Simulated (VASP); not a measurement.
Hf2AlN3:

```xyz
12
Lattice="3.4553 0.0000 0.0000 -1.7277 2.9924 0.0000 0.0000 0.0000 16.5869" Properties=species:S:1:pos:R:3 pbc="T T T"
Hf    0.0000    1.9949    5.5290
Hf    0.0000    1.9949   11.0579
Hf    1.7277    0.9975    2.7645
Hf    1.7277    0.9975   13.8224
Al    0.0000    1.9949    0.0000
Al    1.7277    0.9975    8.2934
N     0.0000    1.9949    2.1286
N     0.0000    1.9949    7.6576
N     0.0000    1.9949   13.1866
N     1.7277    0.9975    4.8931
N     1.7277    0.9975   10.4221
N     1.7277    0.9975   15.9510
```

* Program: VASP 6.6.1
* Task: relaxation of cell and atoms
* Functional: PBE
* Potentials or basis: VASP PAW PBE potentials, release 64 (Hf_pv, Al, N)
* Cutoff: 600 eV
* k mesh: 6 × 6 × 1
* Occupations: gaussian, width 0.1 eV
* Spin: no spin polarisation

At the start: pressure -4.3 GPa; volume 14.29 Å³/atom.

How do energy, volume and symmetry change on relaxing?

Over 14 steps the energy falls by 91.3 meV/atom and the volume is 13.54 Å³/atom (-5.3 %); space group P6_3mc (No. 186, to 0.1 Å) before and after.

Step by step:
```csv
step,energy change (eV),largest force (eV/Å),pressure (GPa),volume (Å³)
1,0.0000,2.3035,-4.26,171.50
2,-0.6916,1.3075,2.54,162.25
3,-0.7017,1.2965,3.65,161.10
4,-1.0070,0.8276,-0.65,163.12
5,-1.0120,0.8551,-0.28,162.90
6,-1.0736,0.5060,0.35,162.50
7,-1.0830,0.2819,0.12,162.61
8,-1.0913,0.0979,-0.26,162.80
9,-1.0914,0.1001,-0.24,162.79
10,-1.0942,0.0495,0.15,162.39
11,-1.0945,0.0329,0.35,162.18
12,-1.0950,0.0434,-0.25,162.69
13,-1.0952,0.0400,-0.02,162.50
14,-1.0953,0.0071,0.00,162.49
```

Final structure:
```
CELL_PARAMETERS angstrom
3.35507 0.00000 0.00000
-1.67753 2.90557 0.00000
0.00000 0.00000 16.66880
ATOMIC_POSITIONS crystal
Hf 0.33333 0.66667 0.33910
Hf 0.33333 0.66667 0.66550
Hf 0.66667 0.33333 0.16550
Hf 0.66667 0.33333 0.83910
Al 0.33333 0.66667 0.00042
Al 0.66667 0.33333 0.50042
N 0.33333 0.66667 0.11462
N 0.33333 0.66667 0.47077
N 0.33333 0.66667 0.79459
N 0.66667 0.33333 0.29459
N 0.66667 0.33333 0.61462
N 0.66667 0.33333 0.97077
```

Caveat: the k points lie up to 0.38 Å⁻¹ apart in the final cell, too coarse for converged energies and pressures of a metal.
